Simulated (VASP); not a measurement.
Crystal: HfPdSe2.

```
Hf Pd Se
1.0
     4.21270    0.00000    0.00000
     0.00000    4.21270    0.00000
     0.00000    0.00000    5.94479
Hf Pd Se
1 1 2
Direct
  0.50000 0.50000 0.00000
  0.00000 0.00000 0.50000
  0.50000 0.00000 0.76848
  0.00000 0.50000 0.23153
```

The cell was built from a structure type or drawn by symmetry, and may not be a known phase.

| Item | Value |
| --- | --- |
| Program | VASP 6.6.1 |
| Task | relaxation of cell and atoms |
| Functional | PBE |
| Potentials or basis | VASP PAW PBE potentials, release 64 (Hf_pv, Pd, Se) |
| Cutoff | 600 eV |
| k mesh | 4 × 4 × 4 |
| Occupations | gaussian, width 0.1 eV |
| Spin | no spin polarisation |

At the start: pressure -0.3 GPa; volume 26.38 Å³/atom.

Problem. Where does the relaxation end?

Solution. Over 6 steps the energy falls by 35.1 meV/atom and the volume is 25.50 Å³/atom (-3.3 %); space group P-4m2 (No. 115, to 0.1 Å) before and after.

The path:
```
step  energy change (eV)  largest force (eV/Å)  pressure (GPa)  volume (Å³)
   1              0.0000                1.0715           -0.34       105.50
   2             -0.0899                0.6057           -0.77       104.66
   3             -0.1352                0.1024           -1.07       103.44
   4             -0.1355                0.0527           -1.08       103.53
   5             -0.1318                0.0131            1.50       100.08
   6             -0.1405                0.0229            0.01       102.02
```

Final structure:
```xyz
4
Lattice="4.1758 0.0000 0.0000 0.0000 4.1758 0.0000 0.0000 0.0000 5.8504" Properties=species:S:1:pos:R:3 pbc="T T T"
Hf    2.0879    2.0879    0.0000
Pd    0.0000    0.0000    2.9252
Se    2.0879    0.0000    4.3733
Se    0.0000    2.0879    1.4771
```
